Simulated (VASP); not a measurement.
# CdP (Fm-3m) in VASP: single point with PBEsol

Aim: the single point of CdP with PBEsol.

All numbers are computed with VASP 6.6.1; they aren't measurements. Logs are shortened: lines on timing, memory, paths and dates and some standing lists are left out, and cuts for length are marked.

### 1 The cell of the first run

It takes space group Fm-3m (No. 225, cubic). Conventional cell: a = 5.603 Å, b = 5.603 Å, c = 5.603 Å, α = 90.00°, β = 90.00°, γ = 90.00°. Cd (site symmetry m-3m) has 6 P at 2.80 Å within 3.7 Å. P (site symmetry m-3m) has 6 Cd at 2.80 Å within 3.7 Å.

### 2 Single point, PBEsol, non-collinear spin, zero start, spin-orbit coupling

File POSCAR:

```
CdP
1.0
    0.0000000000      2.8012710000      2.8012710000
    2.8012710000      0.0000000000      2.8012710000
    2.8012710000      2.8012710000      0.0000000000
Cd P
1 1
Direct
    0.0000000000      0.0000000000      0.0000000000
    0.5000000000      0.5000000000      0.5000000000
```

File INCAR.step1:

```
ALGO = Normal
EDIFF = 1E-6
ENCUT = 400
GGA = PS
GGA_COMPAT = F
ISIF = 2
ISMEAR = -1
LASPH = T
LCHARG = T
LNONCOLLINEAR = T
LORBIT = 11
LORBMOM = T
LREAL = F
LSORBIT = T
LWAVE = F
MAGMOM = 0 0 0 0 0 0
NBANDS = 29
NEDOS = 2001
NELM = 200
PREC = Accurate
SIGMA = 0.1
```

File KPOINTS.step1:

```
k-points
0
Gamma
  10 10 10
```

File INCAR.step2:

```
ALGO = Normal
EDIFF = 1E-6
ENCUT = 400
GGA = PS
GGA_COMPAT = F
ICHARG = 11
ISIF = 2
ISMEAR = -5
LASPH = T
LCHARG = F
LNONCOLLINEAR = T
LORBIT = 10
LORBMOM = T
LREAL = F
LSORBIT = T
LWAVE = F
MAGMOM = 0 0 0 0 0 0
NEDOS = 2001
NELM = 200
PREC = Accurate
SIGMA = 0.1
```

File KPOINTS.step2:

```
k-points
0
Gamma
  15 15 15
```

Potentials or basis: VASP PAW PBE potentials, release 64 (Cd, P).

Started as:

```console
> cat potpaw_PBE.64/Cd/POTCAR potpaw_PBE.64/P/POTCAR > POTCAR
> cp INCAR.step1 INCAR
> cp KPOINTS.step1 KPOINTS
> mpirun -np 1 vasp_ncl > vasp.out
> cp INCAR.step2 INCAR
> cp KPOINTS.step2 KPOINTS
> mpirun -np 1 vasp_ncl > vasp.out
```

OUTCAR:

```text
EDIFF = 1E-6
   ENCUT = 400
   GGA = PS
   ICHARG = 11
   ISIF = 2
   ISMEAR = -5
   LASPH = T
   LNONCOLLINEAR = T
   LORBIT = 10
   LREAL = F
   LSORBIT = T
   NELM = 200
   PREC = Accurate

 ion  position               nearest neighbor table
   1  0.000  0.000  0.000-   2 2.80   2 2.80   2 2.80   2 2.80   2 2.80   2 2.80
   2  0.500  0.500  0.500-   1 2.80   1 2.80   1 2.80   1 2.80   1 2.80   1 2.80

  LATTYP: Found a face centered cubic cell.
 ALAT       =     5.6025420000

  Lattice vectors:

 A1 = (   0.0000000000,   2.8012710000,   2.8012710000)
 A2 = (   2.8012710000,   0.0000000000,   2.8012710000)
 A3 = (   2.8012710000,   2.8012710000,   0.0000000000)

Analysis of symmetry for initial positions (statically):
=====================================================================
 Subroutine PRICEL returns:
 Original cell was already a primitive cell.

 Routine SETGRP: Setting up the symmetry group for a
 face centered cubic supercell.

 Subroutine GETGRP returns: Found 48 space group operations
 (whereof 48 operations were pure point group operations)
 out of a pool of 48 trial point group operations.

The static configuration has the point symmetry O_h .

Analysis of symmetry for dynamics (positions and initial velocities):
=====================================================================
 Subroutine PRICEL returns:
 Original cell was already a primitive cell.

 Routine SETGRP: Setting up the symmetry group for a
 face centered cubic supercell.

 Subroutine GETGRP returns: Found 48 space group operations
 (whereof 48 operations were pure point group operations)
 out of a pool of 48 trial point group operations.

The dynamic configuration has the point symmetry O_h .

Analysis of structural, dynamic, and magnetic symmetry:
=====================================================================
 Subroutine PRICEL returns:
 Original cell was already a primitive cell.

 Routine SETGRP: Setting up the symmetry group for a
 face centered cubic supercell.

 Subroutine GETGRP returns: Found 48 space group operations
 (whereof 48 operations were pure point group operations)
 out of a pool of 48 trial point group operations.

The overall configuration has the point symmetry O_h .

 Subroutine INISYM returns: Found 48 space group operations
 (whereof 48 operations are pure point group operations),
 and found     1 'primitive' translations

----------------------------------------------------------------------------------------

                                     Primitive cell

  volume of cell :      43.9638

  direct lattice vectors                    reciprocal lattice vectors
     0.000000000  2.801271000  2.801271000    -0.178490407  0.178490407  0.178490407
     2.801271000  0.000000000  2.801271000     0.178490407 -0.178490407  0.178490407
     2.801271000  2.801271000  0.000000000     0.178490407  0.178490407 -0.178490407

  length of vectors
     3.961595440  3.961595440  3.961595440     0.309154453  0.309154453  0.309154453

  position of ions in fractional coordinates (direct lattice)
     0.000000000  0.000000000  0.000000000
     0.500000000  0.500000000  0.500000000

  ion indices of the primitive-cell ions
   primitive index   ion index
                 1           1
                 2           2

----------------------------------------------------------------------------------------

 KPOINTS: k-points

Automatic generation of k-mesh.
 Grid dimensions read from file:
 generate k-points for:   15   15   15

 Generating k-lattice:

  Cartesian coordinates                     Fractional coordinates (reciprocal lattice)
    -0.011899360  0.011899360  0.011899360     0.066666667  0.000000000  0.000000000
     0.011899360 -0.011899360  0.011899360     0.000000000  0.066666667  0.000000000
[... 92 lines left out ...]
  energy-cutoff  :      400.00
  volume of cell :       43.96
 maximum number of plane-waves:      1642
 NGX is ok and might be reduce to    28

 number of electron      17.0000003 magnetization      -0.0000000     -0.0000000     -0.0000000

 Free energy of the ion-electron system (eV)
  ---------------------------------------------------
  ext. energy  EPLUGINS =         0.00000000
  ---------------------------------------------------
  free energy    TOTEN  =        -6.39929454 eV

  energy without entropy =       -6.39929454  energy(sigma->0) =       -6.39929454

 E-fermi :   2.9318     XC(G=0): -10.3313

 val. band max:        3.0671089177   @ k =   0.0000   0.0000   0.0000
 cond. band min:       2.8917667167   @ k =   0.1333   0.1333   0.0000
 fundamental gap:     -0.1753422009
 Fermi energy:         2.9317558569

 k-point     1 :       0.0000    0.0000    0.0000
  band No.  band energies     occupation
      1      -8.1905      1.00000
      2      -8.1905      1.00000
      3      -5.5553      1.00000
      4      -5.5553      1.00000
      5      -5.5553      1.00000
      6      -5.5553      1.00000
[... 637 lines left out ...]
     23       9.6086      0.00000
     24       9.6086      0.00000

 [... further k-points ...]

------------------------ aborting loop because EDIFF is reached ----------------------------------------

  FORCE on cell =-STRESS in cart. coord.  units (eV):
  Direction    XX          YY          ZZ          XY          YZ          ZX
  --------------------------------------------------------------------------------------
  -------------------------------------------------------------------------------------
  Total       -2.2033265     -2.2033265     -2.2033265      0.0000000     -0.0000000      0.0000000
  in kB      -80.2960274    -80.2960274    -80.2960274      0.0000000     -0.0000000      0.0000000
  external PRESSURE =     -80.2960274 kB  Pullay stress =       0.0000000 kB

 VOLUME and BASIS-vectors are now :
 -----------------------------------------------------------------------------
  energy-cutoff  :      400.00
  volume of cell :       43.96
      direct lattice vectors                 reciprocal lattice vectors
     0.000000000  2.801271000  2.801271000    -0.178490407  0.178490407  0.178490407
     2.801271000  0.000000000  2.801271000     0.178490407 -0.178490407  0.178490407
     2.801271000  2.801271000  0.000000000     0.178490407  0.178490407 -0.178490407

 POSITION                                       TOTAL-FORCE (eV/Angst)
 -----------------------------------------------------------------------------------
      0.00000      0.00000      0.00000        -0.000000      0.000000     -0.000000
      2.80127      2.80127      2.80127         0.000000     -0.000000      0.000000
 -----------------------------------------------------------------------------------
    total drift:                               -0.000000      0.000000      0.000000

  FREE ENERGIE OF THE ION-ELECTRON SYSTEM (eV)
  ---------------------------------------------------
  free  energy   TOTEN  =        -6.3992945357 eV

  energy  without entropy=       -6.3992945357  energy(sigma->0) =       -6.39929454

 orbital moment (x)

 # of ion     p       d       tot
 ----------------------------------------
  1        -0.000   0.000   0.000
  2        -0.000   0.000  -0.000
 ----------------------------------------
           -0.000   0.000   0.000

 orbital moment (y)

 # of ion     p       d       tot
 ----------------------------------------
  1        -0.000   0.000   0.000
  2        -0.000   0.000  -0.000
 ----------------------------------------
           -0.000   0.000   0.000

 orbital moment (z)

 # of ion     p       d       tot
 ----------------------------------------
  1         0.000  -0.000  -0.000
  2         0.000   0.000   0.000
 ----------------------------------------
            0.000  -0.000  -0.000

 Spin-Orbit-Coupling matrix elements

 Ion:    1  E_soc:     -0.0584435
 l=   1
     0.0000000    -0.0025218    -0.0025218
    -0.0025218     0.0000000    -0.0025218
    -0.0025218    -0.0025218     0.0000000
 l=   2
     0.0000000    -0.0014027     0.0000000    -0.0014027    -0.0058161
    -0.0014027     0.0000000    -0.0043620    -0.0014027    -0.0014540
     0.0000000    -0.0043620     0.0000000    -0.0043620     0.0000000
    -0.0014027    -0.0014027    -0.0043620     0.0000000    -0.0014540
    -0.0058161    -0.0014540     0.0000000    -0.0014540     0.0000000
 l=   3
     0.0000000     0.0000000     0.0000000     0.0000000     0.0000000     0.0000000     0.0000000
     0.0000000     0.0000000     0.0000000     0.0000000     0.0000000     0.0000000     0.0000000
     0.0000000     0.0000000     0.0000000     0.0000000     0.0000000     0.0000000     0.0000000
     0.0000000     0.0000000     0.0000000     0.0000000     0.0000000     0.0000000     0.0000000
     0.0000000     0.0000000     0.0000000     0.0000000     0.0000000     0.0000000     0.0000000
     0.0000000     0.0000000     0.0000000     0.0000000     0.0000000     0.0000000     0.0000000
     0.0000000     0.0000000     0.0000000     0.0000000     0.0000000     0.0000000     0.0000000

 Ion:    2  E_soc:     -0.0013664
 l=   1
     0.0000000    -0.0002277    -0.0002277
    -0.0002277     0.0000000    -0.0002277
    -0.0002277    -0.0002277     0.0000000
 l=   2
     0.0000000     0.0000000     0.0000000     0.0000000     0.0000000
     0.0000000     0.0000000     0.0000000     0.0000000     0.0000000
     0.0000000     0.0000000     0.0000000     0.0000000     0.0000000
     0.0000000     0.0000000     0.0000000     0.0000000     0.0000000
     0.0000000     0.0000000     0.0000000     0.0000000     0.0000000
 l=   3
     0.0000000     0.0000000     0.0000000     0.0000000     0.0000000     0.0000000     0.0000000
     0.0000000     0.0000000     0.0000000     0.0000000     0.0000000     0.0000000     0.0000000
     0.0000000     0.0000000     0.0000000     0.0000000     0.0000000     0.0000000     0.0000000
     0.0000000     0.0000000     0.0000000     0.0000000     0.0000000     0.0000000     0.0000000
     0.0000000     0.0000000     0.0000000     0.0000000     0.0000000     0.0000000     0.0000000
     0.0000000     0.0000000     0.0000000     0.0000000     0.0000000     0.0000000     0.0000000
     0.0000000     0.0000000     0.0000000     0.0000000     0.0000000     0.0000000     0.0000000

 total charge

# of ion       s       p       d       tot
------------------------------------------
    1        0.458   0.285   9.501  10.244
    2        1.091   1.290   0.000   2.381
--------------------------------------------------
tot          1.549   1.575   9.501  12.626

 magnetization (x)

# of ion       s       p       d       tot
------------------------------------------
    1       -0.000   0.000   0.000   0.000
    2       -0.000   0.000   0.000   0.000
--------------------------------------------------
tot         -0.000   0.000   0.000   0.000

 magnetization (y)

# of ion       s       p       d       tot
------------------------------------------
    1        0.000   0.000  -0.000   0.000
    2       -0.000  -0.000   0.000  -0.000
--------------------------------------------------
tot          0.000   0.000  -0.000   0.000

 magnetization (z)

# of ion       s       p       d       tot
------------------------------------------
    1        0.000   0.000   0.000   0.000
    2        0.000   0.000   0.000   0.000
--------------------------------------------------
tot          0.000   0.000   0.000   0.000
```

Run time: 3 min. Hardware: 1 thread of Intel Xeon Platinum 8375C at 2.90GHz (Ice Lake), shared host; peak memory 0.31 GiB.

Results:

* Net moment: 0.00 μB per cell
* Valence electrons inside the program's atomic spheres: Cd 10.24; P 2.38

Moments on the atoms (μB; x, y, z):
```
Cd  0.00 0.00 0.00
P   0.00 0.00 0.00
```

Caveat: the PAW data sets were made with another functional, which shifts forces and pressure a little.
